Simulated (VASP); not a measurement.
# B18AsN17 (a cell with a defect) in VASP: relaxation of the atoms with PBE

Aim: the relaxation of the atoms of B18AsN17 (a cell with a defect) with PBE.

Program: VASP 6.6.1. These are calculated values, not measurements. Logs are shortened: lines on timing, memory, paths and dates and some standing lists are left out, and cuts for length are marked.

**1. The cell of the first run**

The cell holds a defect, 36 atoms: a = 7.465 Å, b = 7.465 Å, c = 6.495 Å, α = 90.00°, β = 90.00°, γ = 120.00°.

**2. Relaxation of the atoms, PBE, collinear spin**

INCAR reads:

```
SYSTEM = B18AsN17
PREC     = Accurate       ! precision mode
ENCUT    = 520            ! plane-wave cutoff, eV
EDIFF    = 1E-7           ! SCF threshold, eV
ISMEAR   = 0              ! smearing method
SIGMA    = 0.01           ! smearing width, eV
LREAL    = Auto         
LASPH    = .TRUE.         ! aspherical terms in the spheres
NELM     = 200            ! most SCF steps
ALGO     = Normal         ! electronic algorithm
ISIF     = 2              ! what is computed and relaxed
LWAVE    = .FALSE.        ! write WAVECAR
LCHARG   = .FALSE.        ! write CHGCAR
ISPIN    = 2              ! spin polarisation
MAGMOM   = 0.04 0.01 0 0 0.01 0.01 0.03 0.01 0.02 0 0.01 0.01 0.02 0.01 0.02 0 0.04 0.03 0.01 -0.01 0 -0.01 -0.01 0 0.01 -0.01 0.01 0 -0.01 0 -0.01 0 -0.01 0 -0.01 0.02 ! initial moments
LORBIT   = 11             ! projections on sites
NUPDOWN  = 1.0            ! fixed moment
GGA      = PE             ! functional
IBRION   = 2              ! ionic algorithm
NSW      = 100            ! ionic steps
EDIFFG   = -0.03          ! ionic threshold
NELECT   = 145.0        
GGA_COMPAT= .FALSE.      
NELMIN   = 4
```

KPOINTS reads:

```
Automatic mesh
0
Gamma
  1 1 1
  0.25 0.25 0.25
```

POSCAR reads:

```
B18AsN17
1.0
    7.4650312800      0.0000000000      0.0000000000
   -3.7325156400      6.4649067300      0.0000000000
    0.0000000000      0.0000000000      6.4954828800
B N As
18 17 1
Direct
    0.1111111100      0.2222222200      0.2500000000
    0.2222222200      0.1111111100      0.7500000000
    0.1111111100      0.5555555600      0.2500000000
    0.2222222200      0.4444444400      0.7500000000
    0.1111111100      0.8888888900      0.2500000000
    0.2222222200      0.7777777800      0.7500000000
    0.4444444400      0.2222222200      0.2500000000
    0.5555555600      0.1111111100      0.7500000000
    0.4444444400      0.5555555600      0.2500000000
    0.5555555600      0.4444444400      0.7500000000
    0.4444444400      0.8888888900      0.2500000000
    0.5555555600      0.7777777800      0.7500000000
    0.7777777800      0.2222222200      0.2500000000
    0.8888888900      0.1111111100      0.7500000000
    0.7777777800      0.5555555600      0.2500000000
    0.8888888900      0.4444444400      0.7500000000
    0.7777777800      0.8888888900      0.2500000000
    0.8888888900      0.7777777800      0.7500000000
    0.1111111100      0.2222222200      0.7500000000
    0.2222222200      0.1111111100      0.2500000000
    0.1111111100      0.5555555600      0.7500000000
    0.2222222200      0.4444444400      0.2500000000
    0.1111111100      0.8888888900      0.7500000000
    0.2222222200      0.7777777800      0.2500000000
    0.4444444400      0.2222222200      0.7500000000
    0.5555555600      0.1111111100      0.2500000000
    0.4444444400      0.5555555600      0.7500000000
    0.4444444400      0.8888888900      0.7500000000
    0.5555555600      0.7777777800      0.2500000000
    0.7777777800      0.2222222200      0.7500000000
    0.8888888900      0.1111111100      0.2500000000
    0.7777777800      0.5555555600      0.7500000000
    0.8888888900      0.4444444400      0.2500000000
    0.7777777800      0.8888888900      0.7500000000
    0.8888888900      0.7777777800      0.2500000000
    0.5555555600      0.4444444400      0.2500000000
```

Potentials or basis: VASP PAW PBE potentials, release 64 (B, N, As).

Run with:

```bash
cat potpaw_PBE.64/B/POTCAR potpaw_PBE.64/N/POTCAR potpaw_PBE.64/As/POTCAR > POTCAR
mpirun -np 1 vasp_std > vasp.out
```

OUTCAR:

```text
SYSTEM = B18AsN17
   PREC = Accurate
   ENCUT = 520
   EDIFF = 1E-7
   ISMEAR = 0
   LREAL = Auto
   LASPH = .TRUE.
   NELM = 200
   ISIF = 2
   ISPIN = 2
   LORBIT = 11
   NUPDOWN = 1.0
   GGA = PE
   IBRION = 2
   NSW = 100
   EDIFFG = -0.03
   NELECT = 145.0
   NELMIN = 4

 ion  position               nearest neighbor table
   1  0.111  0.222  0.250-  20 1.44  31 1.44  22 1.44
   2  0.222  0.111  0.750-  19 1.44  25 1.44  23 1.44
   3  0.111  0.556  0.250-  33 1.44  24 1.44  22 1.44
   4  0.222  0.444  0.750-  27 1.44  19 1.44  21 1.44
   5  0.111  0.889  0.250-  24 1.44  35 1.44  20 1.44
   6  0.222  0.778  0.750-  23 1.44  28 1.44  21 1.44
[... 28 lines left out ...]
  35  0.889  0.778  0.250-  17 1.44   5 1.44  15 1.44
  36  0.556  0.444  0.250-  15 1.44   7 1.44   9 1.44

  LATTYP: Found a hexagonal cell.
 ALAT       =     7.4650312800
 C/A-ratio  =     0.8701213212

  Lattice vectors:

 A1 = (   7.4650312800,   0.0000000000,   0.0000000000)
 A2 = (  -3.7325156400,   6.4649067300,   0.0000000000)
 A3 = (   0.0000000000,   0.0000000000,   6.4954828800)

Analysis of symmetry for initial positions (statically):
=====================================================================
 Subroutine PRICEL returns:
 Original cell was already a primitive cell.

 Routine SETGRP: Setting up the symmetry group for a
 hexagonal supercell.

 Subroutine GETGRP returns: Found 12 space group operations
 (whereof  2 operations were pure point group operations)
 out of a pool of 24 trial point group operations.

The static configuration has the point symmetry C_1h.
 The point group associated with its full space group is D_3h.

Analysis of symmetry for dynamics (positions and initial velocities):
=====================================================================
 Subroutine PRICEL returns:
 Original cell was already a primitive cell.

 Routine SETGRP: Setting up the symmetry group for a
 hexagonal supercell.

 Subroutine GETGRP returns: Found 12 space group operations
 (whereof  2 operations were pure point group operations)
 out of a pool of 24 trial point group operations.

The dynamic configuration has the point symmetry C_1h.
 The point group associated with its full space group is D_3h.

Analysis of structural, dynamic, and magnetic symmetry:
=====================================================================
 Subroutine PRICEL returns:
 Original cell was already a primitive cell.

 Routine SETGRP: Setting up the symmetry group for a
 hexagonal supercell.

 Subroutine GETGRP returns: Found  2 space group operations
 (whereof  1 operations were pure point group operations)
 out of a pool of 24 trial point group operations.

The overall configuration has the point symmetry C_1 .
 The point group associated with its full space group is C_1h.

 Subroutine INISYM returns: Found  2 space group operations
 (whereof  1 operations are pure point group operations),
 and found     1 'primitive' translations

----------------------------------------------------------------------------------------

                                     Primitive cell

  volume of cell :     313.4768

  direct lattice vectors                    reciprocal lattice vectors
     7.465031280  0.000000000  0.000000000     0.133957912  0.077340636  0.000000000
    -3.732515640  6.464906730  0.000000000     0.000000000  0.154681273  0.000000000
     0.000000000  0.000000000  6.495482880     0.000000000  0.000000000  0.153953142

  length of vectors
     7.465031280  7.465031281  6.495482880     0.154681273  0.154681273  0.153953142

  position of ions in fractional coordinates (direct lattice)
     0.111111110  0.222222220  0.250000000
     0.222222220  0.111111110  0.750000000
     0.111111110  0.555555560  0.250000000
     0.222222220  0.444444440  0.750000000
     0.111111110  0.888888890  0.250000000
     0.222222220  0.777777780  0.750000000
[... 28 lines left out ...]
     0.888888890  0.777777780  0.250000000
[... 90 lines left out ...]
   EDIFF  = 0.1E-06   stopping-criterion for ELM
   LREAL  =      T    real-space projection
   EDIFFG = -.3E-01   stopping-criterion for IOM
   NSW    =    100    number of steps for IOM
   IBRION =      2    ionic relax: 0-MD 1-quasi-New 2-CG
   NFREE  =      1    steps in history (QN), initial steepest desc. (CG)
   ISIF   =      2    stress and relaxation
   ISYM   =      2    0-nonsym 1-usesym 2-fastsym
   POTIM  = 0.5000    time-step for ionic-motion
   TEBEG  =    0.0;   TEEND  =   0.0 temperature during run
   PSTRESS=    0.0 pullay stress
   NELECT =     145.0000    total number of electrons
   NUPDOWN=       1.0000    fix difference up-down
   EMIN   =  10.00;   EMAX   =-10.00  energy-range for DOS
   EFERMI =   0.00;   METHOD = LEGACY
   ISMEAR =     0;   SIGMA  =   0.01  broadening in eV -4-tet -1-fermi 0-gaus
   EFERMI_NEDOS =   21; number of points for ismear=-14 and -15
   IALGO  =     38    algorithm
   IMIX   =      4    mixing-type and parameters
     AMIX     =   0.40;   BMIX     =  1.00
     AMIX_MAG =   1.60;   BMIX_MAG =  1.00
  volume/ion in A,a.u.               =       8.71        58.76
  Fermi-wavevector in a.u.,A,eV,Ry     =   1.266084  2.392551 21.809700  1.602968
  Thomas-Fermi vector in A             =   2.399303
   LORBIT       =     11    0 simple, 1 ext, 2 COOP (PROOUT), +10 PAW based schemes
   GGA     = PE    functional components
   LHFCALC =     F    Hartree Fock is set to
   AEXX    =    0.0000 exact exchange contribution
   IVDW    =     0    specifies the selected vdW correction
   LEPSILON=     F    determine dielectric tensor
   LRPA    =     F    only Hartree local field effects (RPA)
 conjugate gradient relaxation of ions
 spin polarized calculation
 Gauss-broadening in eV      SIGMA  =   0.01
  energy-cutoff  :      520.00
  volume of cell :      313.48
 maximum number of plane-waves:      8452
   NGX = 27   NGY = 27   NGZ = 25

--------------------------------------- Ionic step        1  -------------------------------------------

 number of electron     145.0000002 magnetization       1.0000005

 Free energy of the ion-electron system (eV)
  ---------------------------------------------------
  ext. energy  EPLUGINS =         0.00000000
  ---------------------------------------------------
  free energy    TOTEN  =      -284.76634509 eV

  energy without entropy =     -284.76634509  energy(sigma->0) =     -284.76634509

------------------------ aborting loop because EDIFF is reached ----------------------------------------

  FORCE on cell =-STRESS in cart. coord.  units (eV):
  Direction    XX          YY          ZZ          XY          YZ          ZX
  --------------------------------------------------------------------------------------
  -------------------------------------------------------------------------------------
  Total      102.6272741    102.6242463     15.8900255     -0.0026215      0.0000000      0.0000000
  in kB      524.5272294    524.5117540     81.2138014     -0.0133986      0.0000000      0.0000000
  external PRESSURE =     376.7509283 kB  Pullay stress =       0.0000000 kB
[... 191 lines left out ...]
  FREE ENERGIE OF THE ION-ELECTRON SYSTEM (eV)
  ---------------------------------------------------
  free  energy   TOTEN  =      -277.2592768571 eV

  energy  without entropy=     -277.2592768571  energy(sigma->0) =     -277.25927686

[... ionic steps 4 to 11 ...]

--------------------------------------- Ionic step       12  -------------------------------------------

 number of electron     144.9999995 magnetization       1.0000001

------------------------ aborting loop because EDIFF is reached ----------------------------------------
[... 135 lines left out ...]
--------------------------------------- Ionic step       14  -------------------------------------------

 number of electron     144.9999995 magnetization       1.0000001

 Free energy of the ion-electron system (eV)
  ---------------------------------------------------
  ext. energy  EPLUGINS =         0.00000000
  ---------------------------------------------------
  free energy    TOTEN  =      -295.31069791 eV

  energy without entropy =     -295.31069791  energy(sigma->0) =     -295.31069791

 E-fermi :   4.0723     XC(G=0): -10.4451

 val. band max:        6.9594184386   @ k =   0.2500   0.2500   0.2500
 cond. band min:       7.1888722653   @ k =   0.2500   0.2500   0.2500
 fundamental gap:      0.2294538267
 Fermi energy:         7.0723299776

 spin component 1

 k-point     1 :       0.2500    0.2500    0.2500
  band No.  band energies     occupation
      1     -14.9731      1.00000
      2     -14.6235      1.00000
      3     -14.5182      1.00000
      4     -14.1783      1.00000
      5     -14.1292      1.00000
      6     -13.9774      1.00000
[... 250 lines left out ...]
     83       9.4599      0.00000
     84       9.7926      0.00000
 Fermi energy:         4.0722851162

 spin component 2

 k-point     1 :       0.2500    0.2500    0.2500
  band No.  band energies     occupation
      1     -14.9527      1.00000
      2     -14.6117      1.00000
      3     -14.4960      1.00000
      4     -14.1620      1.00000
      5     -14.1211      1.00000
      6     -13.9629      1.00000
[... 250 lines left out ...]
     83       9.5899      0.00000
     84       9.9245      0.00000
 [bands above 84 left out]

------------------------ aborting loop because EDIFF is reached ----------------------------------------

  FORCE on cell =-STRESS in cart. coord.  units (eV):
  Direction    XX          YY          ZZ          XY          YZ          ZX
  --------------------------------------------------------------------------------------
  -------------------------------------------------------------------------------------
  Total       79.5447013     79.5414263     15.8786735     -0.0028353      0.0000000      0.0000000
  in kB      406.5523723    406.5356339     81.1557814     -0.0144911      0.0000000      0.0000000
  external PRESSURE =     298.0812625 kB  Pullay stress =       0.0000000 kB
[... 51 lines left out ...]
  FREE ENERGIE OF THE ION-ELECTRON SYSTEM (eV)
  ---------------------------------------------------
  free  energy   TOTEN  =      -295.3106979082 eV

  energy  without entropy=     -295.3106979082  energy(sigma->0) =     -295.31069791

 reached required accuracy - stopping structural energy minimisation

 total charge

# of ion       s       p       d       tot
------------------------------------------
    1        0.754   1.505   0.000   2.258
    2        0.757   1.467   0.000   2.225
    3        0.800   1.599   0.000   2.399
    4        0.757   1.467   0.000   2.225
    5        0.800   1.599   0.000   2.399
    6        0.760   1.464   0.000   2.224
[... 28 lines left out ...]
   35        1.247   2.868   0.000   4.115
   36        1.244   2.219   0.116   3.579
--------------------------------------------------
tot         36.167  77.777   0.116 114.060

 magnetization (x)

# of ion       s       p       d       tot
------------------------------------------
    1        0.006   0.079   0.000   0.085
    2        0.002   0.021   0.000   0.023
    3        0.001   0.016   0.000   0.018
    4        0.002   0.021   0.000   0.023
    5        0.001   0.016   0.000   0.018
    6        0.001   0.006   0.000   0.007
[... 28 lines left out ...]
   35       -0.001  -0.011   0.000  -0.012
   36       -0.000  -0.003   0.001  -0.002
--------------------------------------------------
tot          0.027   0.392   0.001   0.419
```

Run time: 1.7 h. Hardware: 1 thread of Intel Xeon Platinum 8259CL at 2.50GHz (Skylake/Cascade Lake), shared host; peak memory 0.58 GiB.

Results:

| Item | Value |
| --- | --- |
| Free energy | -295.3107 eV |
| Energy gained by relaxing | 292.9 meV/atom |
| Ionic steps | 14 |
| Largest force after relaxing | 0.025 eV/Å |
| Net moment | 1.00 μB per cell |
| Site moments | B +0.09, +0.02, +0.01, +0.07, -0.00 (each value once); N -0.00, -0.01, -0.02 (each value once); As -0.00 μB |
| Valence electrons inside the program's atomic spheres | B 2.26, 2.23, 2.40, 2.22, 2.42, 2.21 (each value once); N 4.04, 4.12, 4.05, 4.07, 4.08 (each value once); As 3.58 |

Forces on the atoms (eV/Å):
```
B    0.022  0.013  0.000
B   -0.003 -0.017  0.000
B    0.002  0.014  0.000
B   -0.016  0.005  0.000
B    0.010 -0.006  0.000
B    0.000  0.000  0.000
B    0.001 -0.016  0.000
B    0.004 -0.017  0.000
B   -0.013  0.008  0.000
B    0.000  0.000  0.000
B   -0.011 -0.008  0.000
B   -0.013  0.011  0.000
B   -0.022  0.012  0.000
B    0.000  0.000  0.000
B    0.015  0.007  0.000
B    0.017  0.005  0.000
B    0.000 -0.025  0.000
B    0.013  0.011  0.000
N    0.011  0.006  0.000
N    0.017  0.001  0.000
N    0.000 -0.010  0.000
N    0.008  0.013  0.000
N   -0.009  0.005  0.000
N    0.000  0.000  0.000
N    0.000  0.018  0.000
N   -0.017  0.004  0.000
N    0.015 -0.009  0.000
N    0.009  0.005  0.000
N   -0.007 -0.014  0.000
N   -0.011  0.006  0.000
N    0.000  0.000  0.000
N   -0.016 -0.009  0.000
N   -0.012  0.013  0.000
N    0.000 -0.012  0.000
N    0.008 -0.015  0.000
As  -0.001  0.000  0.000
```

The path:
```csv
step,energy change (eV),largest force (eV/Å),pressure (GPa)
1,0.0000,28.0742,37.68
2,14.8627,10.0659,30.37
3,7.5071,5.8874,32.04
4,4.1678,7.7110,33.46
5,-7.6581,8.2666,31.18
6,-9.1749,4.0727,31.16
7,-9.5185,5.2153,30.63
8,-9.5486,4.9661,30.68
9,-5.8630,11.0290,33.14
10,-10.4818,1.0392,29.91
11,-10.4696,1.1935,29.75
12,-10.5435,0.1143,29.78
13,-10.5441,0.0912,29.82
14,-10.5444,0.0254,29.81
```

Final structure:
```
CELL_PARAMETERS angstrom
7.46503 0.00000 0.00000
-3.73252 6.46491 0.00000
0.00000 0.00000 6.49548
ATOMIC_POSITIONS crystal
B 0.10816 0.22074 0.25000
B 0.22285 0.11105 0.75000
B 0.11177 0.55688 0.25000
B 0.22285 0.44513 0.75000
B 0.11178 0.88822 0.25000
B 0.22222 0.77778 0.75000
B 0.42182 0.17696 0.25000
B 0.55487 0.11105 0.75000
B 0.42181 0.57819 0.25000
B 0.55556 0.44444 0.75000
B 0.44312 0.88823 0.25000
B 0.55487 0.77715 0.75000
B 0.77926 0.22074 0.25000
B 0.88889 0.11111 0.75000
B 0.82304 0.57818 0.25000
B 0.88895 0.44513 0.75000
B 0.77926 0.89184 0.25000
B 0.88895 0.77715 0.75000
N 0.11115 0.22224 0.75000
N 0.21071 0.10132 0.25000
N 0.11125 0.55583 0.75000
N 0.21071 0.44273 0.25000
N 0.11125 0.88875 0.75000
N 0.22222 0.77778 0.25000
N 0.44402 0.22138 0.75000
N 0.55728 0.10132 0.25000
N 0.44402 0.55598 0.75000
N 0.44417 0.88875 0.75000
N 0.55727 0.78929 0.25000
N 0.77776 0.22224 0.75000
N 0.88889 0.11111 0.25000
N 0.77862 0.55598 0.75000
N 0.89868 0.44272 0.25000
N 0.77776 0.88885 0.75000
N 0.89868 0.78929 0.25000
As 0.55555 0.44445 0.25000
```

Caveat: the k points lie up to 0.49 Å⁻¹ apart; the cell carries a net charge on a neutralising background, which shifts energy and pressure; the cell is charged against a uniform background, so pressure and absolute levels hang on convention; the total moment is fixed, so each spin has its own Fermi level and the state may be an excited one.
